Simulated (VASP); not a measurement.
# Cu (I4/mmm) in VASP: single point with r2SCAN

Aim: the single point of Cu with r2SCAN.

Program: VASP 6.6.1. These are calculated values, not measurements. Logs are shortened: lines on timing, memory, paths and dates and some standing lists are left out, and cuts for length are marked.

## 1. The cell of the first run

The structure is tetragonal, space group I4/mmm (No. 139). Conventional cell: a = 2.972 Å, b = 2.972 Å, c = 2.835 Å, α = 90.00°, β = 90.00°, γ = 90.00°. Cu (site symmetry 4/mmm) has 14 Cu at 2.53 to 2.97 Å within 3.3 Å.

## 2. Single point, r2SCAN (strain +0.030 along x and y, +0.030 along z)

Contents of POSCAR:

```
Cu
1.0
   -1.4860771196      1.4860771196      1.4173638935
    1.4860771196     -1.4860771196      1.4173638935
    1.4860771196      1.4860771196     -1.4173638935
Cu
1
Direct
    0.0000000000      0.0000000000      0.0000000000
```

Contents of INCAR.step1:

```
PREC = Accurate
ENCUT = 520
ISMEAR = 0
SIGMA = 0.15
LREAL = False
LASPH = True
NELM = 60
NBANDS = 12
GGA = PE
ALGO = Normal
EDIFF = 1E-4
LWAVE = True
LCHARG = False
```

Contents of INCAR.step2:

```
PREC = Accurate
ENCUT = 520
EDIFF = 1E-6
ISMEAR = 0
SIGMA = 0.15
LREAL = False
LASPH = True
NELM = 60
ALGO = Normal
ISIF = 2
LWAVE = False
LCHARG = False
METAGGA = R2SCAN
LMIXTAU = True
NBANDS = 12
ISTART = 1
```

Contents of KPOINTS:

```
regular mesh
0
Gamma
  24 24 24
```

Potentials or basis: VASP PAW PBE potentials, release 64 (Cu).

Launch:

```console
$ cat potpaw_PBE.64/Cu/POTCAR > POTCAR
$ cp INCAR.step1 INCAR
$ mpirun -np 1 vasp_std > vasp.out
$ cp INCAR.step2 INCAR
$ mpirun -np 1 vasp_std > vasp.out
```

OUTCAR:

```text
PREC = Accurate
   ENCUT = 520
   EDIFF = 1E-6
   ISMEAR = 0
   LREAL = False
   LASPH = True
   NELM = 60
   ISIF = 2
   METAGGA = R2SCAN
   ISTART = 1

 ion  position               nearest neighbor table
   1  0.000  0.000  0.000-

  LATTYP: Found a body centered tetragonal cell.
 ALAT       =     2.9721542392
 C/A-ratio  =     0.9537620052

  Lattice vectors:

 A1 = (  -1.4860771196,   1.4860771196,   1.4173638935)
 A2 = (   1.4860771196,  -1.4860771196,   1.4173638935)
 A3 = (   1.4860771196,   1.4860771196,  -1.4173638935)

Analysis of symmetry for initial positions (statically):
=====================================================================
 Subroutine PRICEL returns:
 Original cell was already a primitive cell.

 Routine SETGRP: Setting up the symmetry group for a
 body centered tetragonal supercell.

 Subroutine GETGRP returns: Found 16 space group operations
 (whereof 16 operations were pure point group operations)
 out of a pool of 16 trial point group operations.

The static configuration has the point symmetry D_4h.

Analysis of symmetry for dynamics (positions and initial velocities):
=====================================================================
 Subroutine PRICEL returns:
 Original cell was already a primitive cell.

 Routine SETGRP: Setting up the symmetry group for a
 body centered tetragonal supercell.

 Subroutine GETGRP returns: Found 16 space group operations
 (whereof 16 operations were pure point group operations)
 out of a pool of 16 trial point group operations.

The dynamic configuration has the point symmetry D_4h.

 Subroutine INISYM returns: Found 16 space group operations
 (whereof 16 operations are pure point group operations),
 and found     1 'primitive' translations

----------------------------------------------------------------------------------------

                                     Primitive cell

  volume of cell :      12.5206

  direct lattice vectors                    reciprocal lattice vectors
    -1.486077120  1.486077120  1.417363893     0.000000000  0.336456294  0.352767558
     1.486077120 -1.486077120  1.417363893     0.336456294  0.000000000  0.352767558
     1.486077120  1.486077120 -1.417363893     0.336456294  0.336456294  0.000000000

  length of vectors
     2.534910416  2.534910416  2.534910416     0.487491321  0.487491321  0.475821054

  position of ions in fractional coordinates (direct lattice)
     0.000000000  0.000000000  0.000000000

[... 82 lines left out ...]
   ISYM   =      2    0-nonsym 1-usesym 2-fastsym
   POTIM  = 0.5000    time-step for ionic-motion
   TEBEG  =    0.0;   TEEND  =   0.0 temperature during run
   PSTRESS=    0.0 pullay stress
   NELECT =      11.0000    total number of electrons
   NUPDOWN=      -1.0000    fix difference up-down
   EMIN   =  10.00;   EMAX   =-10.00  energy-range for DOS
   EFERMI =   0.00;   METHOD = LEGACY
   ISMEAR =     0;   SIGMA  =   0.15  broadening in eV -4-tet -1-fermi 0-gaus
   EFERMI_NEDOS =   21; number of points for ismear=-14 and -15
   IALGO  =     38    algorithm
   IMIX   =      4    mixing-type and parameters
     AMIX     =   0.40;   BMIX     =  1.00
     AMIX_MAG =   1.60;   BMIX_MAG =  1.00
  volume/ion in A,a.u.               =      12.52        84.49
  Fermi-wavevector in a.u.,A,eV,Ry     =   1.567946  2.962988 33.449297  2.458454
  Thomas-Fermi vector in A             =   2.670050
   LORBIT       =      0    0 simple, 1 ext, 2 COOP (PROOUT), +10 PAW based schemes
   METAGGA = R2SCAN    functional components
   LHFCALC =     F    Hartree Fock is set to
   AEXX    =    0.0000 exact exchange contribution
   IVDW    =     0    specifies the selected vdW correction
   LEPSILON=     F    determine dielectric tensor
   LRPA    =     F    only Hartree local field effects (RPA)
 non-spin polarized calculation
 Gauss-broadening in eV      SIGMA  =   0.15
  energy-cutoff  :      520.00
  volume of cell :       12.52
 maximum number of plane-waves:       354
   NGX =  9   NGY =  9   NGZ =  9

 number of electron      11.0000007 magnetization

 Free energy of the ion-electron system (eV)
  ---------------------------------------------------
  ext. energy  EPLUGINS =         0.00000000
  ---------------------------------------------------
  free energy    TOTEN  =       -10.75748389 eV

  energy without entropy =      -10.75299252  energy(sigma->0) =      -10.75523821

 E-fermi :   6.6997     XC(G=0): -13.3592

 val. band max:        6.6989782815   @ k =   0.5000   0.1250   0.0417
 cond. band min:       6.7018418115   @ k =  -0.3333   0.3333   0.2917
 fundamental gap:      0.0028635299
 Fermi energy:         6.6997340576

 k-point     1 :       0.0000    0.0000    0.0000
  band No.  band energies     occupation
      1      -2.5079      2.00000
      2       3.5662      2.00000
      3       3.7351      2.00000
      4       3.7353      2.00000
      5       4.5000      2.00000
      6       4.6756      2.00000
      7      31.6366      0.00000
      8      31.6366      0.00000
      9      32.9304      0.00000
     10      34.9739      0.00000
     11      34.9739      0.00000
     12      35.4520      0.00000
[... 331 lines left out ...]
 k-point    24 :       0.4583    0.0417    0.0000
  band No.  band energies     occupation
      1       1.8832      2.00000
      2       2.9488      2.00000
      3       4.5506      2.00000
      4       4.7378      2.00000
      5       5.1715      2.00000
      6       6.4868      1.95536
      7      11.3051      0.00000
      8      23.3038      0.00000
      9      24.0200      0.00000
     10      28.2403      0.00000
     11      30.9939      0.00000
     12      40.1580      0.00000

 [... further k-points ...]

------------------------ aborting loop because EDIFF is reached ----------------------------------------

  FORCE on cell =-STRESS in cart. coord.  units (eV):
  Direction    XX          YY          ZZ          XY          YZ          ZX
  --------------------------------------------------------------------------------------
  -------------------------------------------------------------------------------------
  Total       -0.8214674     -0.8214674     -0.8496303      0.0000000      0.0000000      0.0000000
  in kB     -105.1179479   -105.1179479   -108.7217704      0.0000000      0.0000000      0.0000000
  external PRESSURE =    -106.3192221 kB  Pullay stress =       0.0000000 kB

 VOLUME and BASIS-vectors are now :
 -----------------------------------------------------------------------------
  energy-cutoff  :      520.00
  volume of cell :       12.52
      direct lattice vectors                 reciprocal lattice vectors
    -1.486077120  1.486077120  1.417363893     0.000000000  0.336456294  0.352767558
     1.486077120 -1.486077120  1.417363893     0.336456294  0.000000000  0.352767558
     1.486077120  1.486077120 -1.417363893     0.336456294  0.336456294  0.000000000

 POSITION                                       TOTAL-FORCE (eV/Angst)
 -----------------------------------------------------------------------------------
      0.00000      0.00000      0.00000        -0.000000     -0.000000      0.000000
 -----------------------------------------------------------------------------------
    total drift:                                0.000000     -0.000000     -0.000000

  FREE ENERGIE OF THE ION-ELECTRON SYSTEM (eV)
  ---------------------------------------------------
  free  energy   TOTEN  =       -10.7574838939 eV

  energy  without entropy=      -10.7529925215  energy(sigma->0) =      -10.75523821
```

OUTCAR.step1:

```text
PREC = Accurate
   ENCUT = 520
   ISMEAR = 0
   LREAL = False
   LASPH = True
   NELM = 60
[... 575 lines left out ...]

 POSITION                                       TOTAL-FORCE (eV/Angst)
 -----------------------------------------------------------------------------------
      0.00000      0.00000      0.00000         0.000000      0.000000     -0.000000
 -----------------------------------------------------------------------------------
    total drift:                               -0.000000     -0.000000      0.000000

  FREE ENERGIE OF THE ION-ELECTRON SYSTEM (eV)
  ---------------------------------------------------
  free  energy   TOTEN  =        -3.6869519154 eV

  energy  without entropy=       -3.6822942640  energy(sigma->0) =       -3.68462309
```

OSZICAR.step1:

```text
N       E                     dE             d eps       ncg     rms          rms(c)
DAV:   1     0.430659935762E+02    0.43066E+02   -0.53822E+03 28076   0.150E+03
DAV:   2    -0.319882396095E+01   -0.46265E+02   -0.42772E+02 26372   0.203E+02
DAV:   3    -0.454939239335E+01   -0.13506E+01   -0.13433E+01 29672   0.398E+01
DAV:   4    -0.455800978963E+01   -0.86174E-02   -0.86162E-02 28812   0.283E+00
DAV:   5    -0.455809752931E+01   -0.87740E-04   -0.87739E-04 29720   0.290E-01    0.750E+00
DAV:   6    -0.410002826813E+01    0.45807E+00   -0.14641E+01 29716   0.716E+01    0.420E+00
DAV:   7    -0.369817168093E+01    0.40186E+00   -0.24401E+00 29868   0.294E+01    0.553E-01
DAV:   8    -0.368846136664E+01    0.97103E-02   -0.45986E-03 29588   0.984E-01    0.294E-01
DAV:   9    -0.368695711626E+01    0.15043E-02   -0.97557E-03 30712   0.169E+00    0.365E-02
DAV:  10    -0.368695191538E+01    0.52009E-05   -0.58168E-05 15204   0.142E-01
   1 F= -.36869519E+01 E0= -.36846231E+01  d E =-.465765E-02
```

Run time: 16 min. Hardware: 1 thread of AMD EPYC 7R13, shared host; peak memory 0.23 GiB.

Results:

```yaml
Free_energy: -10.7575 eV
Pressure: -10.6 GPa
```

Caveat: the cell differs from its parent crystal (strain +0.030 along x and y, +0.030 along z); the PAW data sets were made with another functional, which shifts forces and pressure a little.
